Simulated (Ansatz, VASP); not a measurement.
**GaSi2: VASP beside Ansatz**

The input POSCAR:

```
GaSi2
1.0
    0.0000000000      3.6283849052      3.6283849052
    3.6283849052      0.0000000000      3.6283849052
    3.6283849052      3.6283849052      0.0000000000
Ga Si
2 4
Direct
    0.0000000000      0.0000000000      0.0000000000
    0.2500000000      0.2500000000      0.2500000000
    0.6250000000      0.6250000000      0.6250000000
    0.1250000000      0.6250000000      0.6250000000
    0.6250000000      0.6250000000      0.1250000000
    0.6250000000      0.1250000000      0.6250000000
```

The input INCAR.step1:

```
SYSTEM = GaSi2
PREC = Accurate
ENCUT = 520
ISMEAR = 0
SIGMA = 0.1
LREAL = .False.
LASPH = .True.
NELM = 80
NBANDS = 30
GGA = PE
ALGO = Normal
EDIFF = 1E-4
LWAVE = .True.
LCHARG = .False.
```

Contents of INCAR.step2:

```
SYSTEM = GaSi2
PREC = Accurate
ENCUT = 520
EDIFF = 1E-6
ISMEAR = 0
SIGMA = 0.1
LREAL = .False.
LASPH = .True.
NELM = 80
ALGO = Normal
ISIF = 2
LWAVE = .False.
LCHARG = .False.
METAGGA = R2SCAN
LMIXTAU = .True.
NBANDS = 30
ISTART = 1
```

KPOINTS

```
Automatic mesh
0
Gamma
  4 4 4
  0 0 0
```

Input for Ansatz:

```yaml
crystal:
  lattice:
    - [0.0, 3.6283849052, 3.6283849052]
    - [3.6283849052, 0.0, 3.6283849052]
    - [3.6283849052, 3.6283849052, 0.0]
  atoms:
    - { symbol: Ga, position: [0.0, 0.0, 0.0] }
    - { symbol: Ga, position: [0.25, 0.25, 0.25] }
    - { symbol: Si, position: [0.625, 0.625, 0.625] }
    - { symbol: Si, position: [0.125, 0.625, 0.625] }
    - { symbol: Si, position: [0.625, 0.625, 0.125] }
    - { symbol: Si, position: [0.625, 0.125, 0.625] }
basis:
  ecutwfc: 500
kpoints:
  mp_grid: { grid: [4, 4, 4] }
hamiltonian:
  xc: r2scan
scf:
  occupations: { method: gaussian, width: 0.1 }
  lower_state_search: "off"
output:
  forces: true
  stress: true
  eigenvalues: true
```

Alike in both runs: task single point; functional r2SCAN; k mesh 4 × 4 × 4; occupations gaussian, width 0.1 eV; no spin polarisation.

|  | VASP | Ansatz |
| --- | --- | --- |
| version | VASP 6.6.1 | Ansatz 0.2.0 |
| potentials or method | VASP PAW PBE potentials, release 64 (Ga_d, Si), cutoff 520 eV | scalar-relativistic, plane waves, PAW |
| valence electrons in the cell | 42 | 42 |

Ansatz gave:

* gap on the k mesh at the Fermi level (eV): none
* pressure (GPa): 1.3

Task: What did VASP give for the same quantities?

Result: gap on the k mesh at the Fermi level (eV): none; pressure (GPa): 1.2.

VASP's potentials were made for PBE, not for r2SCAN. A gap of «none» marks a metal or a gap that the smearing closes. The functional is the same, so the differences come from potentials, cutoffs and numerics.

The k mesh is coarse, so the values compare programs but aren't converged.
